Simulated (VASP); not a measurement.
Input of a VASP 6.6.1 run:

POSCAR

```
PbO2
1.0
   -2.1141963130      2.1141963130      5.3707170953
    2.1141963130     -2.1141963130      5.3707170953
    2.1141963130      2.1141963130     -5.3707170953
Pb O
2 4
Direct
    0.7500000000      0.2500000000      0.5000000000
    0.0000000000      0.0000000000      0.0000000000
    0.5479048298      0.0479048298      0.5000000000
    0.7979048298      0.7979048298      0.0000000000
    0.2020951702      0.2020951702      0.0000000000
    0.9520951702      0.4520951702      0.5000000000
```

The input INCAR.step1:

```
  PREC = Accurate
  ENCUT = 520
  ISMEAR = -1
  SIGMA = 0.02
  LREAL = F
  LASPH = T
  NELM = 100
  NBANDS = 35
  GGA = PE
  ALGO = Normal
  EDIFF = 1E-4
  LWAVE = T
  LCHARG = F
```

Contents of INCAR.step2:

```
  PREC = Accurate
  ENCUT = 520
  EDIFF = 1E-6
  ISMEAR = -1
  SIGMA = 0.02
  LREAL = F
  LASPH = T
  NELM = 100
  ALGO = Normal
  ISIF = 2
  LWAVE = F
  LCHARG = T
  METAGGA = R2SCAN
  LMIXTAU = T
  LELF = T
  LVHAR = T
  NBANDS = 35
  ISTART = 1
```

KPOINTS

```
Automatic mesh
0
Gamma
  8 8 8
```

Potentials or basis: VASP PAW PBE potentials, release 64 (Pb_d, O).

Command:

```bash
$ cat potpaw_PBE.64/Pb_d/POTCAR potpaw_PBE.64/O/POTCAR > POTCAR
$ cp INCAR.step1 INCAR
$ mpirun -np 1 vasp_std > vasp.out
$ cp INCAR.step2 INCAR
$ mpirun -np 1 vasp_std > vasp.out
```

(1) Predict the pressure.

(2) What does it give for the largest force?

(3) What does it give for the band gap on the k mesh?

## Answers

(1) 0.8 GPa.

(2) 0.039 eV/Å.

(3) 0.16 eV (least direct gap 0.55 eV).

Caveat: the PAW data sets were made with another functional, which shifts forces and pressure a little; spin-orbit coupling is left out, which moves the levels of the heavy elements.
